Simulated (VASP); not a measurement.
# GeSb3O2 (P-4m2) in VASP: single point with PBE

Aim: the single point of GeSb3O2 with PBE.

Everything below comes from runs of VASP 6.6.1. Logs are shortened: lines on timing, memory, paths and dates and some standing lists are left out, and cuts for length are marked.

## (1) The cell of the first run

It takes space group P-4m2 (No. 115, tetragonal). Conventional cell: a = 4.223 Å, b = 4.223 Å, c = 7.467 Å, α = 90.00°, β = 90.00°, γ = 90.00°. Within 3.6 Å of Ge (site symmetry -4m2) lie 4 O at 2.71 Å and 4 Sb at 2.99 Å. Sb (site symmetry -4m2) has 4 O at 2.71 Å and 4 Ge at 2.99 Å within 3.6 Å. Sb (site symmetry 2mm) has 1 O at 1.98 Å within 2.6 Å. Within 2.6 Å of O (site symmetry 2mm) lie 1 Sb at 1.98 Å.

The cell was generated, and may not be a known phase.

## (2) Single point, PBE

Contents of INCAR:

```
SYSTEM = GeSb3O2
PREC = Accurate
ENCUT = 700
EDIFF = 1E-6
ISMEAR = 0
SIGMA = 0.1
LREAL = .False.
LASPH = .True.
NELM = 120
ALGO = Normal
ISIF = 2
LWAVE = .False.
LCHARG = .False.
GGA = PE
NBANDS = 44
GGA_COMPAT = .False.
```

Contents of KPOINTS:

```
Automatic mesh
0
Gamma
  4 4 2
  0 0 0
```

Contents of POSCAR:

```
GeSb3O2
1.0
    4.2225696656      0.0000000000      0.0000000000
    0.0000000000      4.2225696656      0.0000000000
    0.0000000000      0.0000000000      7.4667678262
Ge Sb O
1 3 2
Direct
    0.0000000000      0.0000000000      0.0000000000
    0.5000000000      0.5000000000      0.0000000000
    0.0000000000      0.5000000000      0.5067331199
    0.5000000000      0.0000000000      0.4932668801
    0.0000000000      0.5000000000      0.7725451751
    0.5000000000      0.0000000000      0.2274548249
```

Potentials or basis: VASP PAW PBE potentials, release 64 (Ge_d, Sb_d_GW, O).

Launch:

```
$ cat potpaw_PBE.64/Ge_d/POTCAR potpaw_PBE.64/Sb_d_GW/POTCAR potpaw_PBE.64/O/POTCAR > POTCAR
$ mpirun -np 1 vasp_std > vasp.out
```

OUTCAR:

```text
SYSTEM = GeSb3O2
   PREC = Accurate
   ENCUT = 700
   EDIFF = 1E-6
   ISMEAR = 0
   LREAL = .False.
   LASPH = .True.
   NELM = 120
   ISIF = 2
   GGA = PE

 ion  position               nearest neighbor table
   1  0.000  0.000  0.000-   2 2.99   2 2.99   2 2.99   2 2.99
   2  0.500  0.500  0.000-   1 2.99   1 2.99   1 2.99   1 2.99
   3  0.000  0.500  0.507-   5 1.98   4 2.99   4 2.99   4 2.99   4 2.99
   4  0.500  0.000  0.493-   6 1.98   3 2.99   3 2.99   3 2.99   3 2.99
   5  0.000  0.500  0.773-   3 1.98
   6  0.500  0.000  0.227-   4 1.98

  LATTYP: Found a simple tetragonal cell.
 ALAT       =     4.2225696656
 C/A-ratio  =     1.7682994995

  Lattice vectors:

 A1 = (   4.2225696656,   0.0000000000,   0.0000000000)
 A2 = (   0.0000000000,   4.2225696656,   0.0000000000)
 A3 = (   0.0000000000,   0.0000000000,   7.4667678262)

Analysis of symmetry for initial positions (statically):
=====================================================================
 Subroutine PRICEL returns:
 Original cell was already a primitive cell.

 Routine SETGRP: Setting up the symmetry group for a
 simple tetragonal supercell.

 Subroutine GETGRP returns: Found  8 space group operations
 (whereof  8 operations were pure point group operations)
 out of a pool of 16 trial point group operations.

The static configuration has the point symmetry D_2d.

Analysis of symmetry for dynamics (positions and initial velocities):
=====================================================================
 Subroutine PRICEL returns:
 Original cell was already a primitive cell.

 Routine SETGRP: Setting up the symmetry group for a
 simple tetragonal supercell.

 Subroutine GETGRP returns: Found  8 space group operations
 (whereof  8 operations were pure point group operations)
 out of a pool of 16 trial point group operations.

The dynamic configuration has the point symmetry D_2d.

 Subroutine INISYM returns: Found  8 space group operations
 (whereof  8 operations are pure point group operations),
 and found     1 'primitive' translations

----------------------------------------------------------------------------------------

                                     Primitive cell

  volume of cell :     133.1332

  direct lattice vectors                    reciprocal lattice vectors
     4.222569666  0.000000000  0.000000000     0.236822617  0.000000000  0.000000000
     0.000000000  4.222569666  0.000000000     0.000000000  0.236822617  0.000000000
     0.000000000  0.000000000  7.466767826     0.000000000  0.000000000  0.133926757

  length of vectors
     4.222569666  4.222569666  7.466767826     0.236822617  0.236822617  0.133926757

  position of ions in fractional coordinates (direct lattice)
     0.000000000  0.000000000  0.000000000
     0.500000000  0.500000000  0.000000000
     0.000000000  0.500000000  0.506733120
     0.500000000  0.000000000  0.493266880
     0.000000000  0.500000000  0.772545175
     0.500000000  0.000000000  0.227454825

  ion indices of the primitive-cell ions
   primitive index   ion index
                 1           1
                 2           2
                 3           3
                 4           4
                 5           5
                 6           6

----------------------------------------------------------------------------------------

 KPOINTS: Automatic mesh

Automatic generation of k-mesh.
 Grid dimensions read from file:
 generate k-points for:    4    4    2

 Generating k-lattice:

  Cartesian coordinates                     Fractional coordinates (reciprocal lattice)
     0.059205654  0.000000000  0.000000000     0.250000000  0.000000000  0.000000000
     0.000000000  0.059205654  0.000000000     0.000000000  0.250000000  0.000000000
     0.000000000  0.000000000  0.066963378     0.000000000  0.000000000  0.500000000

  Length of vectors
     0.059205654  0.059205654  0.066963378

  Shift w.r.t. Gamma in fractional coordinates (k-lattice)
     0.000000000  0.000000000  0.000000000

 Subroutine IBZKPT returns following result:
 ===========================================

 Found     12 irreducible k-points:

 Following reciprocal coordinates:
            Coordinates               Weight
  0.000000  0.000000  0.000000      1.000000
  0.250000  0.000000  0.000000      4.000000
  0.500000  0.000000  0.000000      2.000000
  0.250000  0.250000  0.000000      4.000000
  0.500000  0.250000  0.000000      4.000000
  0.500000  0.500000  0.000000      1.000000
  0.000000  0.000000  0.500000      1.000000
  0.250000  0.000000  0.500000      4.000000
  0.500000  0.000000  0.500000      2.000000
  0.250000  0.250000  0.500000      4.000000
  0.500000  0.250000  0.500000      4.000000
  0.500000  0.500000  0.500000      1.000000
   k-points           NKPTS =     12   k-points in BZ     NKDIM =     12   number of bands    NBANDS=     44
   number of dos      NEDOS =    301   number of ions     NIONS =      6
   total plane-waves  NPLWV =  82944
   dimension x,y,z NGX =    36 NGY =   36 NGZ =   64
   dimension x,y,z NGXF=    72 NGYF=   72 NGZF=  128
   ions per type =               1   3   2
   NGX,Y,Z   is equivalent  to a cutoff of  14.17, 14.17, 14.25 a.u.
   NGXF,Y,Z  is equivalent  to a cutoff of  28.35, 28.35, 28.50 a.u.
 SYSTEM =  GeSb3O2
   PREC   = accura    normal or accurate (medium, high low for compatibility)
   ISTART =      0    job   : 0-new  1-cont  2-samecut
   ICHARG =      2    charge: 1-file 2-atom 10-const
   ISPIN  =      1    spin polarized calculation?
   LNONCOLLINEAR =      F non collinear calculations
   LSORBIT =      F    spin-orbit coupling
   LASPH  =      T    aspherical Exc in radial PAW
   ENCUT  =  700.0 eV  51.45 Ry    7.17 a.u.   9.11  9.11 16.11*2*pi/ulx,y,z
   NELM   =    120;   NELMIN=  2; NELMDL= -5     # of ELM steps
   EDIFF  = 0.1E-05   stopping-criterion for ELM
   LREAL  =      F    real-space projection
   EDIFFG = 0.1E-04   stopping-criterion for IOM
   NSW    =      0    number of steps for IOM
   IBRION =     -1    ionic relax: 0-MD 1-quasi-New 2-CG
   NFREE  =      0    steps in history (QN), initial steepest desc. (CG)
   ISIF   =      2    stress and relaxation
   ISYM   =      2    0-nonsym 1-usesym 2-fastsym
   POTIM  = 0.5000    time-step for ionic-motion
   TEBEG  =    0.0;   TEEND  =   0.0 temperature during run
   PSTRESS=    0.0 pullay stress
   NELECT =      71.0000    total number of electrons
   NUPDOWN=      -1.0000    fix difference up-down
   EMIN   =  10.00;   EMAX   =-10.00  energy-range for DOS
   EFERMI =   0.00;   METHOD = LEGACY
   ISMEAR =     0;   SIGMA  =   0.10  broadening in eV -4-tet -1-fermi 0-gaus
   EFERMI_NEDOS =   21; number of points for ismear=-14 and -15
   IALGO  =     38    algorithm
   IMIX   =      4    mixing-type and parameters
     AMIX     =   0.40;   BMIX     =  1.00
     AMIX_MAG =   1.60;   BMIX_MAG =  1.00
  volume/ion in A,a.u.               =      22.19       149.74
  Fermi-wavevector in a.u.,A,eV,Ry     =   1.327595  2.508790 23.980374  1.762508
  Thomas-Fermi vector in A             =   2.456895
   LORBIT       =      0    0 simple, 1 ext, 2 COOP (PROOUT), +10 PAW based schemes
   GGA     = PE    functional components
   LHFCALC =     F    Hartree Fock is set to
   AEXX    =    0.0000 exact exchange contribution
   IVDW    =     0    specifies the selected vdW correction
   LEPSILON=     F    determine dielectric tensor
   LRPA    =     F    only Hartree local field effects (RPA)
 non-spin polarized calculation
 Gauss-broadening in eV      SIGMA  =   0.10
  energy-cutoff  :      700.00
  volume of cell :      133.13
 maximum number of plane-waves:      5624
   NGX = 19   NGY = 19   NGZ = 33

 number of electron      70.9999982 magnetization

 Free energy of the ion-electron system (eV)
  ---------------------------------------------------
  ext. energy  EPLUGINS =         0.00000000
  ---------------------------------------------------
  free energy    TOTEN  =       -27.68028113 eV

  energy without entropy =      -27.66591721  energy(sigma->0) =      -27.67309917

 E-fermi :   4.4921     XC(G=0):  -9.9118

 val. band max:        4.4597740608   @ k =   0.5000   0.0000   0.5000
 cond. band min:       4.4926539023   @ k =   0.0000   0.0000   0.0000
 fundamental gap:      0.0328798415
 Fermi energy:         4.4920993844

 k-point     1 :       0.0000    0.0000    0.0000
  band No.  band energies     occupation
      1     -25.0428      2.00000
      2     -24.9984      2.00000
      3     -24.9984      2.00000
      4     -24.9277      2.00000
      5     -24.9204      2.00000
      6     -24.8137      2.00000
[... 36 lines left out ...]
     43       9.6387      0.00000
     44       9.8710      0.00000

 k-point     2 :       0.2500    0.0000    0.0000
  band No.  band energies     occupation
      1     -25.0418      2.00000
      2     -24.9996      2.00000
      3     -24.9983      2.00000
      4     -24.9277      2.00000
      5     -24.9179      2.00000
      6     -24.7648      2.00000
[... 36 lines left out ...]
     43       8.6769      0.00000
     44       8.7846      0.00000

 k-point     3 :       0.5000    0.0000    0.0000
  band No.  band energies     occupation
      1     -25.0408      2.00000
      2     -25.0007      2.00000
      3     -24.9983      2.00000
      4     -24.9277      2.00000
      5     -24.9155      2.00000
      6     -24.7038      2.00000
[... 36 lines left out ...]
     43       8.4333      0.00000
     44       8.5202      0.00000

 k-point     4 :       0.2500    0.2500    0.0000
  band No.  band energies     occupation
      1     -25.0410      2.00000
      2     -24.9996      2.00000
      3     -24.9995      2.00000
      4     -24.9285      2.00000
      5     -24.9156      2.00000
      6     -24.7789      2.00000
[... 318 lines left out ...]
     43      10.4883      0.00000
     44      10.8761      0.00000

 k-point    11 :       0.5000    0.2500    0.5000
  band No.  band energies     occupation
      1     -25.0403      2.00000
      2     -25.0008      2.00000
      3     -24.9995      2.00000
      4     -24.9293      2.00000
      5     -24.9131      2.00000
      6     -24.7460      2.00000
[... 36 lines left out ...]
     43       9.8361      0.00000
     44       9.9694      0.00000

 k-point    12 :       0.5000    0.5000    0.5000
  band No.  band energies     occupation
      1     -25.0397      2.00000
      2     -25.0008      2.00000
      3     -25.0008      2.00000
      4     -24.9308      2.00000
      5     -24.9108      2.00000
      6     -24.7714      2.00000
[... 36 lines left out ...]
     43      11.5975      0.00000
     44      11.7063      0.00000

------------------------ aborting loop because EDIFF is reached ----------------------------------------

  FORCE on cell =-STRESS in cart. coord.  units (eV):
  Direction    XX          YY          ZZ          XY          YZ          ZX
  --------------------------------------------------------------------------------------
  -------------------------------------------------------------------------------------
  Total       -0.0088444     -0.0088444      0.1561539      0.0000000      0.0000000      0.0000000
  in kB       -0.1064372     -0.1064372      1.8792178      0.0000000      0.0000000      0.0000000
  external PRESSURE =       0.5554478 kB  Pullay stress =       0.0000000 kB

 VOLUME and BASIS-vectors are now :
 -----------------------------------------------------------------------------
  energy-cutoff  :      700.00
  volume of cell :      133.13
      direct lattice vectors                 reciprocal lattice vectors
     4.222569666  0.000000000  0.000000000     0.236822617  0.000000000  0.000000000
     0.000000000  4.222569666  0.000000000     0.000000000  0.236822617  0.000000000
     0.000000000  0.000000000  7.466767826     0.000000000  0.000000000  0.133926757

 POSITION                                       TOTAL-FORCE (eV/Angst)
 -----------------------------------------------------------------------------------
      0.00000      0.00000      0.00000         0.000000      0.000000      0.000000
      2.11128      2.11128      0.00000         0.000000      0.000000      0.000000
      0.00000      2.11128      3.78366         0.000000      0.000000     -0.055720
      2.11128      0.00000      3.68311        -0.000000      0.000000      0.055720
      0.00000      2.11128      5.76842         0.000000      0.000000      0.071199
      2.11128      0.00000      1.69835         0.000000      0.000000     -0.071199
 -----------------------------------------------------------------------------------
    total drift:                                0.000000      0.000000     -0.000000

  FREE ENERGIE OF THE ION-ELECTRON SYSTEM (eV)
  ---------------------------------------------------
  free  energy   TOTEN  =       -27.6802811304 eV

  energy  without entropy=      -27.6659172096  energy(sigma->0) =      -27.67309917
```

Run time: 3.4 min. Hardware: 1 thread of AMD EPYC 7R43 (Zen 3), shared host; peak memory 0.3 GiB.

What came out:

```
Free energy            : -27.6803 eV
Pressure               : 0.1 GPa
Largest force          : 0.071 eV/Å
Band gap on the k mesh : zero (an odd number of electrons rules out a gap without spin polarisation)
```

Forces in eV/Å, atoms in the order of the input:
```
Ge   0.000  0.000  0.000
Sb   0.000  0.000  0.000
Sb   0.000  0.000 -0.056
Sb   0.000  0.000  0.056
O    0.000  0.000  0.071
O    0.000  0.000 -0.071
```

Stress tensor (GPa, compression positive):
```
-0.01  0.00  0.00
 0.00 -0.01  0.00
 0.00  0.00  0.19
```

Levels at points of the mesh, in eV from the Fermi level:
```
           k point  band 32  band 33  band 34  band 35  band 36  band 37  band 38  band 39  band 40  band 41
(0.00, 0.00, 0.00)    -3.07    -2.21    -2.21    -1.51     0.00     0.00     2.22     2.70     3.27     3.84
(0.50, 0.00, 0.00)    -3.13    -0.42    -0.20     0.08     0.19     0.92     1.34     1.45     1.63     2.25
(0.50, 0.50, 0.00)    -3.83    -1.73    -1.73    -1.54    -1.46     1.87     2.46     2.66     2.66     6.29
(0.00, 0.00, 0.50)    -3.71    -1.41    -1.41    -0.81    -0.44    -0.44     1.85     2.16     4.09     4.59
(0.50, 0.00, 0.50)    -2.36    -0.23    -0.03     0.40     0.40     0.58     0.79     1.30     1.63     2.05
(0.50, 0.50, 0.50)    -2.63    -2.51    -2.51    -2.42    -2.32     1.95     2.55     3.79     3.79     5.53
```

Caveat: the k points lie up to 0.42 Å⁻¹ apart, too coarse for converged energies and pressures of a metal; spin-orbit coupling is left out, which moves the levels of the heavy elements; an odd number of electrons without spin polarisation forces a metal; a magnetic or distorted state may lie lower.

The gap in the log of VASP goes by the Fermi energy; the results here count the filled bands.